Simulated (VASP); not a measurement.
# Ta (P6_3/mmc) in VASP: notebook, part 2 of 2

VASP 6.6.1. Earlier steps stand in the parts before.

## (3) Relaxation of cell and atoms, PBE

This run uses another cell than the first one, of 18.13 Å³/atom.

INCAR reads:

```
SYSTEM = Ta
  PREC = Accurate
  ENCUT = 600
  EDIFF = 1E-6
  ISMEAR = 0
  SIGMA = 0.05
  LREAL = .FALSE.
  LASPH = .TRUE.
  NELM = 100
  ALGO = Normal
  ISIF = 3
  LWAVE = .FALSE.
  LCHARG = .FALSE.
  GGA = PE
  IBRION = 2
  NSW = 80
  EDIFFG = -0.03
```

KPOINTS reads:

```
Automatic mesh
0
G
  8 8 4
  0 0 0
```

POSCAR reads:

```
Ta
1.0
    2.9486675574      0.0000000000      0.0000000000
   -1.4743337787      2.5536210121      0.0000000000
    0.0000000000      0.0000000000      4.8161570105
Ta
2
Direct
    0.3333333333      0.6666666667      0.7500000000
    0.6666666667      0.3333333333      0.2500000000
```

Potentials or basis: VASP PAW PBE potentials, release 64 (Ta_pv).

Command:

```
> cat potpaw_PBE.64/Ta_pv/POTCAR > POTCAR
> mpirun -np 1 vasp_std > vasp.out
```

OUTCAR:

```text
SYSTEM = Ta
   PREC = Accurate
   ENCUT = 600
   EDIFF = 1E-6
   ISMEAR = 0
   LREAL = .FALSE.
   LASPH = .TRUE.
   NELM = 100
   ISIF = 3
   GGA = PE
   IBRION = 2
   NSW = 80
   EDIFFG = -0.03

 ion  position               nearest neighbor table
   1  0.333  0.667  0.750-   2 2.95   2 2.95   2 2.95   2 2.95   2 2.95   2 2.95
   2  0.667  0.333  0.250-   1 2.95   1 2.95   1 2.95   1 2.95   1 2.95   1 2.95

  LATTYP: Found a hexagonal cell.
 ALAT       =     2.9486675574
 C/A-ratio  =     1.6333333334

  Lattice vectors:

 A1 = (   2.9486675574,   0.0000000000,   0.0000000000)
 A2 = (  -1.4743337787,   2.5536210121,   0.0000000000)
 A3 = (   0.0000000000,   0.0000000000,   4.8161570105)

Analysis of symmetry for initial positions (statically):
=====================================================================
[... 453 lines left out ...]
      7      -2.5865      2.00000
      8       0.6989      2.00000
      9       5.0882      2.00000
     10       5.5275      1.72886
     11       6.1914      0.00000
     12       6.1914      0.00000
     13       6.7665      0.00000
     14       6.7665      0.00000
[... 401 lines left out ...]
      2     -28.9252      2.00000
      3     -28.3387      2.00000
      4     -28.3387      2.00000
      5     -28.1926      2.00000
      6     -28.1926      2.00000
      7       1.3122      2.00000
      8       1.3122      2.00000
      9       3.5031      2.00000
     10       3.5031      2.00000
     11       6.3558      0.00000
     12       6.3558      0.00000
     13       8.2486      0.00000
     14       8.2486      0.00000
     15      10.3308      0.00000

 [... further k-points ...]

------------------------ aborting loop because EDIFF is reached ----------------------------------------

  FORCE on cell =-STRESS in cart. coord.  units (eV):
  Direction    XX          YY          ZZ          XY          YZ          ZX
  --------------------------------------------------------------------------------------
  -------------------------------------------------------------------------------------
  Total        0.0346413      0.0346413     -0.0146028      0.0000000      0.0000000     -0.0000000
  in kB        1.4817455      1.4817455     -0.6246177      0.0000000      0.0000000     -0.0000000
  external PRESSURE =       0.7796245 kB  Pullay stress =       0.0000000 kB
[... 17 lines left out ...]
  FREE ENERGIE OF THE ION-ELECTRON SYSTEM (eV)
  ---------------------------------------------------
  free  energy   TOTEN  =       -23.0948246451 eV

  energy  without entropy=      -23.0923287980  energy(sigma->0) =      -23.09357672

 reached required accuracy - stopping structural energy minimisation
```

OSZICAR:

```text
N       E                     dE             d eps       ncg     rms          rms(c)
DAV:   1     0.170755402328E+03    0.17076E+03   -0.14299E+04   908   0.169E+03
DAV:   2    -0.202570394949E+02   -0.19101E+03   -0.18943E+03  1124   0.420E+02
DAV:   3    -0.238446872619E+02   -0.35876E+01   -0.34148E+01  1180   0.529E+01
[... 67 lines left out ...]
DAV:   2    -0.230957507961E+02    0.43443E-02   -0.76188E-03   935   0.865E-01    0.205E-01
DAV:   3    -0.230948130497E+02    0.93775E-03   -0.36131E-03  1069   0.552E-01    0.782E-02
DAV:   4    -0.230948249669E+02   -0.11917E-04   -0.81721E-05  1040   0.796E-02    0.399E-02
DAV:   5    -0.230948256058E+02   -0.63895E-06   -0.31127E-05  1047   0.536E-02    0.156E-02
DAV:   6    -0.230948246451E+02    0.96074E-06   -0.21686E-06   765   0.143E-02
   8 F= -.23094825E+02 E0= -.23093577E+02  d E =-.701574E-03
```

Wall time 35 s (1 thread of Intel Xeon 6975P-C (Granite Rapids), shared host); peak memory 0.17 GiB.

What came out:

- Free energy: -23.0948 eV
- Relaxed volume: 18.73 Å³/atom
- Relaxed cell: a = 2.900 Å, b = 2.900 Å, c = 5.142 Å, α = 90.00°, β = 90.00°, γ = 120.00°
- Space group after relaxing (to 0.1 Å): P6_3/mmc (No. 194)
- Energy gained by relaxing: 59.8 meV/atom
- Ionic steps: 8
- Pressure after relaxing: 0.1 GPa
- Band gap on the k mesh: zero (bands 11 and 12 overlap by 2.16 eV)

Step by step:
| step | energy change (eV) | largest force (eV/Å) | pressure (GPa) | volume (Å³) |
| --- | --- | --- | --- | --- |
| 1 | 0.0000 | 0.0000 | 5.84 | 36.26 |
| 2 | -0.0396 | 0.0000 | -10.43 | 39.77 |
| 3 | -0.0847 | 0.0000 | -4.53 | 38.26 |
| 4 | -0.0883 | 0.0000 | 3.23 | 37.08 |
| 5 | -0.1189 | 0.0000 | -0.93 | 37.67 |
| 6 | -0.1189 | 0.0000 | -0.87 | 37.66 |
| 7 | -0.1189 | 0.0000 | 1.07 | 37.25 |
| 8 | -0.1196 | 0.0000 | 0.08 | 37.46 |

Final structure:
```xyz
2
Lattice="2.9002 0.0000 0.0000 -1.4501 2.5117 0.0000 0.0000 0.0000 5.1421" Properties=species:S:1:pos:R:3 pbc="T T T"
Ta    0.0000    1.6744    3.8566
Ta    1.4501    0.8372    1.2855
```

Caveat: spin-orbit coupling is left out, which moves the levels of the heavy elements.
